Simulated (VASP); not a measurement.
# Al18H in VASP: single point with PBEsol

Aim: the single point of Al18H with PBEsol.

Program: VASP 6.6.1. These are calculated values, not measurements. Logs are shortened: lines on timing, memory, paths and dates and some standing lists are left out, and cuts for length are marked.

### Step 1. The cell of the first run

The cell holds a slab with vacuum, 19 atoms: a = 5.728 Å, b = 8.591 Å, c = 16.677 Å, α = 90.00°, β = 90.00°, γ = 60.00°.

### Step 2. Single point, PBEsol

Input file INCAR:

```
SYSTEM = Al18H
ALGO = Normal
EDIFF = 1E-7
ENCUT = 520
GGA = PS
ISIF = 2
ISMEAR = 0
LASPH = .TRUE.
LCHARG = .FALSE.
LREAL = Auto
LWAVE = .FALSE.
NBANDS = 42
NELM = 60
PREC = Accurate
SIGMA = 0.1
```

Input file KPOINTS:

```
k-points
0
G
  4 3 1
  0 0 0
```

Input file POSCAR:

```
Al18H
1.0
    5.7275650000      0.0000000000      0.0000000000
    4.2956740000      7.4403250000      0.0000000000
    0.0000000000      0.0000000000     16.6765370000
Al H
18 1
Direct
    0.1666667000      0.1111111000      0.0599645000
    0.6666667000      0.1111111000      0.0599645000
    0.1666667000      0.4444444000      0.0599645000
    0.6666667000      0.4444444000      0.0599645000
    0.1666667000      0.7777778000      0.0599645000
    0.6666667000      0.7777778000      0.0599645000
   -0.1703155444      0.2242146770      0.1975524308
    0.3260487105      0.2286111241      0.1966031910
   -0.1729460233      0.5599926565      0.1982902606
    0.3305159937      0.5542682012      0.1953893335
   -0.1723001548      0.8923007699      0.1985850472
    0.3309099199      0.8902828651      0.1985144326
   -0.0093994818      0.0053003994      0.3348688038
    0.4774661017      0.0187190206      0.3340141063
   -0.0143634771      0.3424340077      0.3352887104
    0.4925456863      0.3368869721      0.3345726517
    0.0068659360      0.6655086323      0.3329389186
    0.4859667254      0.6654701001      0.3333917849
    0.6576396696      0.7830029126      0.3808060786
```

Potentials or basis: VASP PAW PBE potentials, release 64 (Al, H).

Started as:

```console
> cat potpaw_PBE.64/Al/POTCAR potpaw_PBE.64/H/POTCAR > POTCAR
> mpirun -np 1 vasp_std > vasp.out
```

OUTCAR:

```text
SYSTEM = Al18H
   EDIFF = 1E-7
   ENCUT = 520
   GGA = PS
   ISIF = 2
   ISMEAR = 0
   LASPH = .TRUE.
   LREAL = Auto
   NELM = 60
   PREC = Accurate

 ion  position               nearest neighbor table
   1  0.167  0.111  0.060-   8 2.82  12 2.84   7 2.84   5 2.86   3 2.86   6 2.86   4 2.86   2 2.86
                             2 2.86
   2  0.667  0.111  0.060-   7 2.83  11 2.83   8 2.84   6 2.86   4 2.86   5 2.86   3 2.86   1 2.86
                             1 2.86
   3  0.167  0.444  0.060-  10 2.79   8 2.79   9 2.86   1 2.86   2 2.86   4 2.86   4 2.86   6 2.86
                             5 2.86
   4  0.667  0.444  0.060-  10 2.81   7 2.82   9 2.84   2 2.86   1 2.86   3 2.86   3 2.86   5 2.86
                             6 2.86
   5  0.167  0.778  0.060-  10 2.80  12 2.84  11 2.86   1 2.86   2 2.86   6 2.86   6 2.86   4 2.86
                             3 2.86
   6  0.667  0.778  0.060-   9 2.82  11 2.84  12 2.85   2 2.86   1 2.86   5 2.86   5 2.86   3 2.86
                             4 2.86
   7  0.830  0.224  0.198-  13 2.81   4 2.82   2 2.83  15 2.83  16 2.83   1 2.84  10 2.85  11 2.86
                             8 2.86   8 2.87  12 2.87   9 2.88
   8  0.326  0.229  0.197-  14 2.77   3 2.79  10 2.81  16 2.82   1 2.82   2 2.84   9 2.85   7 2.86
                            15 2.86   7 2.87  11 2.88  12 2.89
   9  0.827  0.560  0.198-  15 2.80  17 2.80  18 2.82   6 2.82   4 2.84  12 2.84   8 2.85   3 2.86
[... 4 lines left out ...]
                             5 2.86  12 2.87   8 2.88  10 2.89
  12  0.331  0.890  0.199-  18 2.80  14 2.82  13 2.83   1 2.84   9 2.84   5 2.84   6 2.85  11 2.85
                             7 2.87  11 2.87  10 2.89   8 2.89
  13  0.991  0.005  0.335-  11 2.81   7 2.81  12 2.83  14 2.85  16 2.85  17 2.87  18 2.88  15 2.88
                            14 2.88
  14  0.477  0.019  0.334-  19 1.92   8 2.77  16 2.78  15 2.80  12 2.82  13 2.85  11 2.85  13 2.88
                            18 3.01  17 3.03
  15  0.986  0.342  0.335-  14 2.80   9 2.80  18 2.82   7 2.83  17 2.84  16 2.85   8 2.86  16 2.88
                            13 2.88
  16  0.493  0.337  0.335-  14 2.78  17 2.80  18 2.80   8 2.82  10 2.83   7 2.83  15 2.85  13 2.85
                            15 2.88
  17  0.007  0.666  0.333-  19 1.91  18 2.74  10 2.80  16 2.80   9 2.80  11 2.81  15 2.84  13 2.87
                            18 2.98  14 3.03
  18  0.486  0.665  0.333-  19 1.90  17 2.74  10 2.80  12 2.80  16 2.80   9 2.82  15 2.82  13 2.88
                            17 2.98  14 3.01
  19  0.658  0.783  0.381-  18 1.90  17 1.91  14 1.92

  LATTYP: Found a simple monoclinic cell.
 ALAT       =     5.7275650000
 B/A-ratio  =     2.9116277161
 C/A-ratio  =     1.3228756151
 COS(beta)  =    -0.1889822093

  Lattice vectors:

 A1 = (   5.7275650000,   0.0000000000,   0.0000000000)
 A2 = (   0.0000000000,   0.0000000000, -16.6765370000)
 A3 = (  -1.4318910000,   7.4403250000,   0.0000000000)

Analysis of symmetry for initial positions (statically):
=====================================================================
 Subroutine PRICEL returns:
[... 155 lines left out ...]
   EFERMI_NEDOS =   21; number of points for ismear=-14 and -15
   IALGO  =     38    algorithm
   IMIX   =      4    mixing-type and parameters
     AMIX     =   0.40;   BMIX     =  1.00
     AMIX_MAG =   1.60;   BMIX_MAG =  1.00
  volume/ion in A,a.u.               =      37.40       252.41
  Fermi-wavevector in a.u.,A,eV,Ry     =   0.697654  1.318374  6.622234  0.486720
  Thomas-Fermi vector in A             =   1.781040
   LORBIT       =      0    0 simple, 1 ext, 2 COOP (PROOUT), +10 PAW based schemes
   GGA     = PS    functional components
   LHFCALC =     F    Hartree Fock is set to
   AEXX    =    0.0000 exact exchange contribution
   IVDW    =     0    specifies the selected vdW correction
   LEPSILON=     F    determine dielectric tensor
   LRPA    =     F    only Hartree local field effects (RPA)
 non-spin polarized calculation
 Gauss-broadening in eV      SIGMA  =   0.10
  energy-cutoff  :      520.00
  volume of cell :      710.67
 maximum number of plane-waves:     19172
 NGX is ok and might be reduce to    48
   NGX = 21   NGY = 31   NGZ = 63

 number of electron      55.0000000 magnetization

 Free energy of the ion-electron system (eV)
  ---------------------------------------------------
  ext. energy  EPLUGINS =         0.00000000
  ---------------------------------------------------
  free energy    TOTEN  =       -71.77194937 eV

  energy without entropy =      -71.73474691  energy(sigma->0) =      -71.75334814

 E-fermi :   1.1100     XC(G=0):  -5.3203

 val. band max:        1.0942506354   @ k =  -0.2500   0.3333   0.0000
 cond. band min:       1.1844731056   @ k =   0.2500   0.3333   0.0000
 fundamental gap:      0.0902224702
 Fermi energy:         1.1100360314

 k-point     1 :       0.0000    0.0000    0.0000
  band No.  band energies     occupation
      1      -9.5652      2.00000
      2      -8.0004      2.00000
      3      -6.9819      2.00000
      4      -6.8872      2.00000
      5      -5.9038      2.00000
      6      -5.1962      2.00000
[... 283 lines left out ...]
     38       3.4179      0.00000
     39       3.8528      0.00000
 [bands above 39 left out]

------------------------ aborting loop because EDIFF is reached ----------------------------------------

  FORCE on cell =-STRESS in cart. coord.  units (eV):
  Direction    XX          YY          ZZ          XY          YZ          ZX
  --------------------------------------------------------------------------------------
  -------------------------------------------------------------------------------------
  Total       -7.1748913     -6.9264420     -0.0458290      2.2638369     -0.0355213      0.0043152
  in kB      -16.1755145    -15.6153952     -0.1033196      5.1037326     -0.0800813      0.0097285
  external PRESSURE =     -10.6314098 kB  Pullay stress =       0.0000000 kB

 VOLUME and BASIS-vectors are now :
 -----------------------------------------------------------------------------
  energy-cutoff  :      520.00
  volume of cell :      710.67
      direct lattice vectors                 reciprocal lattice vectors
     5.727565000  0.000000000  0.000000000     0.174594265 -0.100802054  0.000000000
     4.295674000  7.440325000  0.000000000     0.000000000  0.134402731  0.000000000
     0.000000000  0.000000000 16.676537000     0.000000000  0.000000000  0.059964488

 POSITION                                       TOTAL-FORCE (eV/Angst)
 -----------------------------------------------------------------------------------
      1.43189      0.82670      1.00000        -0.058413      0.038482     -0.001634
      4.29567      0.82670      1.00000         0.088634      0.003907      0.017396
      2.86378      3.30681      1.00000         0.005757     -0.005998     -0.067254
      5.72757      3.30681      1.00000        -0.029101     -0.050206     -0.006005
      4.29567      5.78692      1.00000        -0.006751      0.026332      0.012636
      7.15946      5.78692      1.00000         0.001259     -0.003121      0.058527
[... 11 lines left out ...]
      5.64205      4.95131      5.55982        -0.000162      0.004983     -0.008219
      7.13020      5.82580      6.35053        -0.003065      0.003398      0.000190
 -----------------------------------------------------------------------------------
    total drift:                               -0.014664      0.000811     -0.010929

  FREE ENERGIE OF THE ION-ELECTRON SYSTEM (eV)
  ---------------------------------------------------
  free  energy   TOTEN  =       -71.7719493710 eV

  energy  without entropy=      -71.7347469080  energy(sigma->0) =      -71.75334814
```

stdout:

```text
POSCAR found type information on POSCAR AlH
 POSCAR found :  2 types and      19 ions
 scaLAPACK will be used
 -----------------------------------------------------------------------------
|                                                                             |
|                                                                             |
|     You enforced a specific xc type in the INCAR file but a different       |
|     I HOPE YOU KNOW WHAT YOU ARE DOING!                                     |
|                                                                             |
 -----------------------------------------------------------------------------

 LDA part: xc-table for (Slater+PW92), standard interpolation
 POSCAR, INCAR and KPOINTS ok, starting setup
 FFT: planning ... GRIDC
 FFT: planning ... GRID_SOFT
 FFT: planning ... GRID
 WAVECAR not read
 entering main loop
```

Run time: 9.7 min. Hardware: 1 thread of AMD EPYC 7R43 (Zen 3), shared host; peak memory 0.71 GiB.

Results:

```yaml
Free_energy: -71.7719 eV
Largest_force: 0.090 eV/Å
Band_gap_on_the_k_mesh: zero (an odd number of electrons rules out a gap without spin polarisation)
```

Forces in eV/Å, atoms in the order of the input:
```
Al  -0.058  0.038 -0.002
Al   0.089  0.004  0.017
Al   0.006 -0.006 -0.067
Al  -0.029 -0.050 -0.006
Al  -0.007  0.026  0.013
Al   0.001 -0.003  0.059
Al  -0.008 -0.016 -0.002
Al  -0.004 -0.005 -0.001
Al   0.009  0.004 -0.007
Al  -0.006 -0.009 -0.008
Al  -0.007  0.010  0.006
Al   0.011  0.008  0.000
Al   0.003  0.002  0.004
Al   0.003 -0.012  0.001
Al   0.012 -0.008 -0.003
Al  -0.016  0.008  0.004
Al   0.005  0.000  0.000
Al   0.000  0.005 -0.008
H   -0.003  0.003  0.000
```

Levels at points of the mesh, in eV from the Fermi level:
| k point | band 25 | band 26 | band 27 | band 28 | band 29 | band 30 | band 31 | band 32 |
| --- | --- | --- | --- | --- | --- | --- | --- | --- |
| (0.00, 0.00, 0.00) | -0.55 | -0.50 | -0.45 | -0.25 | -0.19 | -0.17 | 0.45 | 0.92 |
| (0.50, 0.00, 0.00) | -0.95 | -0.93 | -0.29 | -0.11 | 0.86 | 0.95 | 1.04 | 1.07 |

Caveat: the PAW data sets were made with another functional, which shifts forces and pressure a little.
